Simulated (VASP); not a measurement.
# Al (Fm-3m) in VASP: notebook

Al is run at these levels: PBE; tasks: single point.

All numbers are computed with VASP 6.6.1; they aren't measurements. Logs are shortened: lines on timing, memory, paths and dates and some standing lists are left out, and cuts for length are marked.

### 1 The cell of the first run

Symmetry: Fm-3m, No. 225, cubic system. Conventional cell: a = 3.927 Å, b = 3.927 Å, c = 3.927 Å, α = 90.00°, β = 90.00°, γ = 90.00°. Al (site symmetry m-3m) has 12 Al at 2.78 Å within 3.7 Å.

### 2 Single point, PBE (strain -0.030 along x and y, -0.030 along z)

INCAR

```
ALGO = Normal
EDIFF = 1E-7
ENCUT = 520
GGA = PE
ISIF = 2
ISMEAR = 0
LASPH = T
LCHARG = F
LREAL = F
LWAVE = F
NBANDS = 8
NELM = 60
PREC = Accurate
SIGMA = 0.15
```

KPOINTS

```
k-points
0
Gamma
  20 20 20
```

POSCAR

```
Al
1.0
    0.0000000000      1.9632606000      1.9632606000
    1.9632606000      0.0000000000      1.9632606000
    1.9632606000      1.9632606000      0.0000000000
Al
1
Direct
    0.0000000000      0.0000000000      0.0000000000
```

Potentials or basis: VASP PAW PBE potentials, release 64 (Al).

Started as:

```sh
$ cat potpaw_PBE.64/Al/POTCAR > POTCAR
$ mpirun -np 1 vasp_std > vasp.out
```

OUTCAR:

```text
EDIFF = 1E-7
   ENCUT = 520
   GGA = PE
   ISIF = 2
   ISMEAR = 0
   LASPH = T
   LREAL = F
   NELM = 60
   PREC = Accurate

 ion  position               nearest neighbor table
   1  0.000  0.000  0.000-

  LATTYP: Found a face centered cubic cell.
 ALAT       =     3.9265212000

  Lattice vectors:

 A1 = (   0.0000000000,   1.9632606000,   1.9632606000)
 A2 = (   1.9632606000,   0.0000000000,   1.9632606000)
 A3 = (   1.9632606000,   1.9632606000,   0.0000000000)

Analysis of symmetry for initial positions (statically):
=====================================================================
 Subroutine PRICEL returns:
 Original cell was already a primitive cell.

 Routine SETGRP: Setting up the symmetry group for a
 face centered cubic supercell.

 Subroutine GETGRP returns: Found 48 space group operations
 (whereof 48 operations were pure point group operations)
 out of a pool of 48 trial point group operations.

The static configuration has the point symmetry O_h .

Analysis of symmetry for dynamics (positions and initial velocities):
=====================================================================
 Subroutine PRICEL returns:
 Original cell was already a primitive cell.

 Routine SETGRP: Setting up the symmetry group for a
 face centered cubic supercell.

 Subroutine GETGRP returns: Found 48 space group operations
 (whereof 48 operations were pure point group operations)
 out of a pool of 48 trial point group operations.

The dynamic configuration has the point symmetry O_h .

 Subroutine INISYM returns: Found 48 space group operations
 (whereof 48 operations are pure point group operations),
 and found     1 'primitive' translations

----------------------------------------------------------------------------------------

                                     Primitive cell

  volume of cell :      15.1344

  direct lattice vectors                    reciprocal lattice vectors
     0.000000000  1.963260600  1.963260600    -0.254678365  0.254678365  0.254678365
     1.963260600  0.000000000  1.963260600     0.254678365 -0.254678365  0.254678365
     1.963260600  1.963260600  0.000000000     0.254678365  0.254678365 -0.254678365

  length of vectors
     2.776469767  2.776469767  2.776469767     0.441115868  0.441115868  0.441115868

  position of ions in fractional coordinates (direct lattice)
     0.000000000  0.000000000  0.000000000

  ion indices of the primitive-cell ions
   primitive index   ion index
                 1           1

----------------------------------------------------------------------------------------

 KPOINTS: k-points

Automatic generation of k-mesh.
 Grid dimensions read from file:
 generate k-points for:   20   20   20

 Generating k-lattice:

  Cartesian coordinates                     Fractional coordinates (reciprocal lattice)
    -0.012733918  0.012733918  0.012733918     0.050000000  0.000000000  0.000000000
     0.012733918 -0.012733918  0.012733918     0.000000000  0.050000000  0.000000000
     0.012733918  0.012733918 -0.012733918     0.000000000  0.000000000  0.050000000

  Length of vectors
     0.022055793  0.022055793  0.022055793

  Shift w.r.t. Gamma in fractional coordinates (k-lattice)
     0.000000000  0.000000000  0.000000000

 Subroutine IBZKPT returns following result:
 ===========================================

 Found    256 irreducible k-points:

 Following reciprocal coordinates:
            Coordinates               Weight
  0.000000  0.000000  0.000000      1.000000
  0.050000  0.000000  0.000000      8.000000
  0.100000  0.000000  0.000000      8.000000
  0.150000  0.000000  0.000000      8.000000
  0.200000  0.000000  0.000000      8.000000
  0.250000  0.000000  0.000000      8.000000
[... 16 lines left out ...]
 -0.400000  0.050000  0.000000     24.000000
 -0.350000  0.050000  0.000000     24.000000
 [... further k-points ...]
   k-points           NKPTS =    256   k-points in BZ     NKDIM =    256   number of bands    NBANDS=      8
   number of dos      NEDOS =    301   number of ions     NIONS =      1
   total plane-waves  NPLWV =  13824
   dimension x,y,z NGX =    24 NGY =   24 NGZ =   24
   dimension x,y,z NGXF=    48 NGYF=   48 NGZF=   48
   ions per type =               1
   NGX,Y,Z   is equivalent  to a cutoff of  14.37, 14.37, 14.37 a.u.
   NGXF,Y,Z  is equivalent  to a cutoff of  28.74, 28.74, 28.74 a.u.
 SYSTEM =  unknown system
   PREC   = accura    normal or accurate (medium, high low for compatibility)
   ISTART =      0    job   : 0-new  1-cont  2-samecut
   ICHARG =      2    charge: 1-file 2-atom 10-const
   ISPIN  =      1    spin polarized calculation?
   LNONCOLLINEAR =      F non collinear calculations
   LSORBIT =      F    spin-orbit coupling
   LASPH  =      T    aspherical Exc in radial PAW
   ENCUT  =  520.0 eV  38.22 Ry    6.18 a.u.   5.16  5.16  5.16*2*pi/ulx,y,z
   NELM   =     60;   NELMIN=  2; NELMDL= -5     # of ELM steps
   EDIFF  = 0.1E-06   stopping-criterion for ELM
   LREAL  =      F    real-space projection
   EDIFFG = 0.1E-05   stopping-criterion for IOM
   NSW    =      0    number of steps for IOM
   IBRION =     -1    ionic relax: 0-MD 1-quasi-New 2-CG
   NFREE  =      0    steps in history (QN), initial steepest desc. (CG)
   ISIF   =      2    stress and relaxation
   ISYM   =      2    0-nonsym 1-usesym 2-fastsym
   POTIM  = 0.5000    time-step for ionic-motion
   TEBEG  =    0.0;   TEEND  =   0.0 temperature during run
   PSTRESS=    0.0 pullay stress
   NELECT =       3.0000    total number of electrons
   NUPDOWN=      -1.0000    fix difference up-down
   EMIN   =  10.00;   EMAX   =-10.00  energy-range for DOS
   EFERMI =   0.00;   METHOD = LEGACY
   ISMEAR =     0;   SIGMA  =   0.15  broadening in eV -4-tet -1-fermi 0-gaus
   EFERMI_NEDOS =   21; number of points for ismear=-14 and -15
   IALGO  =     38    algorithm
   IMIX   =      4    mixing-type and parameters
     AMIX     =   0.40;   BMIX     =  1.00
     AMIX_MAG =   1.60;   BMIX_MAG =  1.00
  volume/ion in A,a.u.               =      15.13       102.13
  Fermi-wavevector in a.u.,A,eV,Ry     =   0.954540  1.803818 12.396893  0.911146
  Thomas-Fermi vector in A             =   2.083296
   LORBIT       =      0    0 simple, 1 ext, 2 COOP (PROOUT), +10 PAW based schemes
   GGA     = PE    functional components
   LHFCALC =     F    Hartree Fock is set to
   AEXX    =    0.0000 exact exchange contribution
   IVDW    =     0    specifies the selected vdW correction
   LEPSILON=     F    determine dielectric tensor
   LRPA    =     F    only Hartree local field effects (RPA)
 non-spin polarized calculation
 Gauss-broadening in eV      SIGMA  =   0.15
  energy-cutoff  :      520.00
  volume of cell :       15.13
 maximum number of plane-waves:       420
 NGX is ok and might be reduce to    24
   NGX = 11   NGY = 11   NGZ = 11

 number of electron       3.0000000 magnetization

 Free energy of the ion-electron system (eV)
  ---------------------------------------------------
  ext. energy  EPLUGINS =         0.00000000
  ---------------------------------------------------
  free energy    TOTEN  =        -3.71660655 eV

  energy without entropy =       -3.71229333  energy(sigma->0) =       -3.71444994

 E-fermi :   8.9748     XC(G=0): -10.5135

 val. band max:        8.9562016157   @ k =  -0.4000   0.4000   0.1000
 cond. band min:       8.9812221728   @ k =  -0.3000   0.2500   0.0000
 fundamental gap:      0.0250205570
 Fermi energy:         8.9748395121

 k-point     1 :       0.0000    0.0000    0.0000
  band No.  band energies     occupation
      1      -2.8138      2.00000
      2      22.0408      0.00000
      3      22.0408      0.00000
      4      22.0408      0.00000
      5      24.2122      0.00000
      6      24.2122      0.00000
      7      24.2122      0.00000
      8      26.0374      0.00000

 k-point     2 :       0.0500    0.0000    0.0000
  band No.  band energies     occupation
      1      -2.7418      2.00000
      2      20.7773      0.00000
      3      21.8370      0.00000
      4      21.8370      0.00000
      5      24.5318      0.00000
      6      24.5318      0.00000
      7      24.6190      0.00000
      8      26.8412      0.00000

 k-point     3 :       0.1000    0.0000    0.0000
  band No.  band energies     occupation
      1      -2.5261      2.00000
      2      18.7232      0.00000
      3      21.4301      0.00000
      4      21.4301      0.00000
      5      24.6425      0.00000
      6      25.2750      0.00000
      7      25.2750      0.00000
      8      27.9297      0.00000

 k-point     4 :       0.1500    0.0000    0.0000
  band No.  band energies     occupation
      1      -2.1675      2.00000
      2      16.6063      0.00000
      3      21.0271      0.00000
      4      21.0271      0.00000
      5      24.4651      0.00000
      6      26.0727      0.00000
      7      26.0727      0.00000
      8      27.0207      0.00000

 k-point     5 :       0.2000    0.0000    0.0000
  band No.  band energies     occupation
      1      -1.6670      2.00000
      2      14.5364      0.00000
      3      20.6992      0.00000
      4      20.6992      0.00000
      5      24.2654      0.00000
      6      25.5341      0.00000
      7      25.5341      0.00000
      8      27.6215      0.00000

 k-point     6 :       0.2500    0.0000    0.0000
  band No.  band energies     occupation
      1      -1.0265      2.00000
      2      12.5480      0.00000
      3      20.4698      0.00000
      4      20.4698      0.00000
      5      24.1126      0.00000
      6      24.5521      0.00000
      7      24.5521      0.00000
      8      28.7617      0.00000

 k-point     7 :       0.3000    0.0000    0.0000
  band No.  band energies     occupation
      1      -0.2478      2.00000
      2      10.6575      0.00000
      3      20.3481      0.00000
      4      20.3481      0.00000
      5      23.6364      0.00000
      6      23.6364      0.00000
      7      24.0439      0.00000
      8      27.8530      0.00000

 k-point     8 :       0.3500    0.0000    0.0000
  band No.  band energies     occupation
      1       0.6664      2.00000
      2       8.8743      1.65670
      3      20.3372      0.00000
      4      20.3372      0.00000
      5      22.8266      0.00000
      6      22.8266      0.00000
      7      24.0788      0.00000
      8      27.0137      0.00000

 k-point     9 :       0.4000    0.0000    0.0000
  band No.  band energies     occupation
      1       1.7127      2.00000
      2       7.2055      2.00000
      3      20.4361      0.00000
      4      20.4361      0.00000
      5      22.1364      0.00000
      6      22.1364      0.00000
      7      24.2232      0.00000
      8      26.2732      0.00000

 k-point    10 :       0.4500    0.0000    0.0000
  band No.  band energies     occupation
      1       2.8840      2.00000
      2       5.6602      2.00000
      3      20.6316      0.00000
      4      20.6316      0.00000
      5      21.5846      0.00000
      6      21.5846      0.00000
      7      24.4581      0.00000
      8      25.6729      0.00000
[... 78 lines left out ...]
 k-point    18 :       0.3500    0.0500    0.0000
  band No.  band energies     occupation
      1       0.4092      2.00000
      2       9.5125      0.00000
      3      19.3030      0.00000
      4      20.5974      0.00000
      5      21.6381      0.00000
      6      24.2132      0.00000
      7      24.9162      0.00000
      8      27.7196      0.00000

 k-point    19 :       0.4000    0.0500    0.0000
  band No.  band energies     occupation
      1       1.4114      2.00000
      2       7.8066      2.00000
      3      19.3699      0.00000
      4      20.4789      0.00000
      5      21.0839      0.00000
      6      23.4817      0.00000
      7      25.0288      0.00000
      8      26.9848      0.00000

 k-point    20 :       0.4500    0.0500    0.0000
  band No.  band energies     occupation
      1       2.5418      2.00000
      2       6.2199      2.00000
      3      19.5549      0.00000
      4      20.0506      0.00000
      5      21.0771      0.00000
      6      22.8635      0.00000
      7      25.2458      0.00000
      8      26.3357      0.00000

 k-point    21 :       0.5000    0.0500    0.0000
  band No.  band energies     occupation
      1       3.7688      2.00000
      2       4.7852      2.00000
      3      19.5809      0.00000
      4      19.8584      0.00000
      5      21.3526      0.00000
      6      22.3624      0.00000
      7      25.4552      0.00000
      8      25.9215      0.00000

 k-point    22 :      -0.4500    0.0500    0.0000
  band No.  band energies     occupation
      1       3.3578      2.00000
      2       5.2378      2.00000
      3      19.2051      0.00000
      4      20.2791      0.00000
      5      21.7758      0.00000
      6      21.9814      0.00000
      7      25.2090      0.00000
      8      26.2004      0.00000

 k-point    23 :      -0.4000    0.0500    0.0000
  band No.  band energies     occupation
      1       2.1513      2.00000
      2       6.7347      2.00000
      3      18.9431      0.00000
      4      20.8092      0.00000
      5      21.7285      0.00000
      6      22.3253      0.00000
      7      24.9102      0.00000
      8      26.7688      0.00000

 k-point    24 :      -0.3500    0.0500    0.0000
  band No.  band energies     occupation
      1       1.0628      2.00000
      2       8.3620      2.00000
      3      18.7995      0.00000
      4      21.3433      0.00000
      5      21.7075      0.00000
      6      22.9921      0.00000
      7      24.7183      0.00000
      8      27.4563      0.00000

 [... further k-points ...]

------------------------ aborting loop because EDIFF is reached ----------------------------------------

  FORCE on cell =-STRESS in cart. coord.  units (eV):
  Direction    XX          YY          ZZ          XY          YZ          ZX
  --------------------------------------------------------------------------------------
  -------------------------------------------------------------------------------------
  Total        0.7565451      0.7565451      0.7565451     -0.0000000      0.0000000      0.0000000
  in kB       80.0906021     80.0906021     80.0906021     -0.0000000      0.0000000      0.0000000
  external PRESSURE =      80.0906021 kB  Pullay stress =       0.0000000 kB

 VOLUME and BASIS-vectors are now :
 -----------------------------------------------------------------------------
  energy-cutoff  :      520.00
  volume of cell :       15.13
      direct lattice vectors                 reciprocal lattice vectors
     0.000000000  1.963260600  1.963260600    -0.254678365  0.254678365  0.254678365
     1.963260600  0.000000000  1.963260600     0.254678365 -0.254678365  0.254678365
     1.963260600  1.963260600  0.000000000     0.254678365  0.254678365 -0.254678365

 POSITION                                       TOTAL-FORCE (eV/Angst)
 -----------------------------------------------------------------------------------
      0.00000      0.00000      0.00000        -0.000000     -0.000000     -0.000000
 -----------------------------------------------------------------------------------
    total drift:                               -0.000000      0.000000     -0.000000

  FREE ENERGIE OF THE ION-ELECTRON SYSTEM (eV)
  ---------------------------------------------------
  free  energy   TOTEN  =        -3.7166065455 eV

  energy  without entropy=       -3.7122933315  energy(sigma->0) =       -3.71444994
```

Run time: 28 s. Hardware: 1 thread of Intel Xeon 8259CL, shared host; peak memory 0.15 GiB.

Results:

```
Free energy            : -3.7166 eV
Pressure               : 8.0 GPa
Band gap on the k mesh : zero (an odd number of electrons rules out a gap without spin polarisation)
```

Levels at points of the mesh, in eV from the Fermi level:
```tsv
k point	band 1	band 2	band 3	band 4	band 5
(0.00, 0.00, 0.00)	-11.79	13.07	13.07	13.07	15.24
(0.50, 0.00, 0.00)	-4.99	-4.54	11.82	11.82	12.32
(0.50, 0.50, 0.00)	-3.18	-1.67	5.23	5.97	5.97
```

Caveat: the cell differs from its parent crystal (strain -0.030 along x and y, -0.030 along z); the cell stands under pressure.

### 3 Single point, PBE (strain -0.015 along x and y, -0.015 along z)

INCAR

```
SYSTEM = Al
PREC = Accurate
ENCUT = 520
EDIFF = 1E-6
ISMEAR = 0
SIGMA = 0.15
LREAL = .False.
LASPH = .True.
NELM = 80
ALGO = Normal
ISIF = 2
LWAVE = .False.
LCHARG = .False.
GGA = PE
NBANDS = 8
```

KPOINTS

```
regular mesh
0
Gamma
  20 20 20
  0 0 0
```

POSCAR

```
Al
1.0
    0.0000000000      1.9936203000      1.9936203000
    1.9936203000      0.0000000000      1.9936203000
    1.9936203000      1.9936203000      0.0000000000
Al
1
Direct
    0.0000000000      0.0000000000      0.0000000000
```

Potentials or basis: VASP PAW PBE potentials, release 64 (Al).

Started as:

```sh
$ cat potpaw_PBE.64/Al/POTCAR > POTCAR
$ mpirun -np 1 vasp_std > vasp.out
```

It took 26 s on 1 thread of Intel Xeon 8259CL, shared host; peak memory 0.15 GiB.

Results (log left out):

- Free energy: -3.7414 eV
- Pressure: 3.3 GPa
- Band gap on the k mesh: zero (an odd number of electrons rules out a gap without spin polarisation)

Levels at points of the mesh, in eV from the Fermi level:
| k point | band 1 | band 2 | band 3 | band 4 |
| --- | --- | --- | --- | --- |
| (0.00, 0.00, 0.00) | -11.46 | 12.80 | 12.80 | 12.80 |
| (0.50, 0.00, 0.00) | -4.80 | -4.48 | 11.60 | 11.60 |
| (0.50, 0.50, 0.00) | -3.07 | -1.66 | 5.22 | 5.74 |

Caveat: the cell differs from its parent crystal (strain -0.015 along x and y, -0.015 along z); the cell stands under pressure.

(Part 1 of 2 ends here.)

The gap in the log of VASP goes by the Fermi energy; the results here count the filled bands.